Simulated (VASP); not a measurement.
The system is Ti.

```
Ti
1.0
     2.93858    0.00000    0.00000
    -1.46929    2.54489    0.00000
     0.00000    0.00000    4.65043
Ti
2
Direct
  0.33333 0.66667 0.25000
  0.66667 0.33333 0.75000
```

```yaml
Program: VASP 6.6.1
Task: relaxation of cell and atoms
Functional: PBE
Dispersion: D3(BJ)
Potentials_or_basis: VASP PAW PBE potentials, release 64 (Ti_sv)
Cutoff: 600 eV
k_mesh: 18 × 18 × 10
Occupations: gaussian, width 0.1 eV
Spin: no spin polarisation
```

At the start: pressure -6.1 GPa; volume 17.39 Å³/atom.

**Question.** How do energy, volume and symmetry change on relaxing?

**Answer.** Over 11 steps the energy falls by 18.4 meV/atom and the volume is 16.44 Å³/atom (-5.4 %); space group P6_3/mmc (No. 194, to 0.1 Å) before and after.

The path:
```tsv
step	energy change (eV)	largest force (eV/Å)	pressure (GPa)	volume (Å³)
1	0.0000	0.0000	-6.06	34.78
2	-0.0152	0.0000	5.32	31.57
3	-0.0368	0.0000	-0.02	32.92
4	-0.0368	0.0000	0.03	32.88
5	-0.0368	0.0000	0.09	32.88
6	-0.0368	0.0000	0.09	32.88
7	-0.0368	0.0000	0.05	32.91
8	-0.0368	0.0000	-0.06	32.94
9	-0.0368	0.0000	-0.19	32.92
10	-0.0368	0.0000	-0.13	32.92
11	-0.0368	0.0000	-0.02	32.89
```

Final structure:
```
Ti
1.0
     2.88292    0.00000    0.00000
    -1.44146    2.49668    0.00000
     0.00000    0.00000    4.56922
Ti
2
Direct
  0.33333 0.66667 0.25000
  0.66667 0.33333 0.75000
```
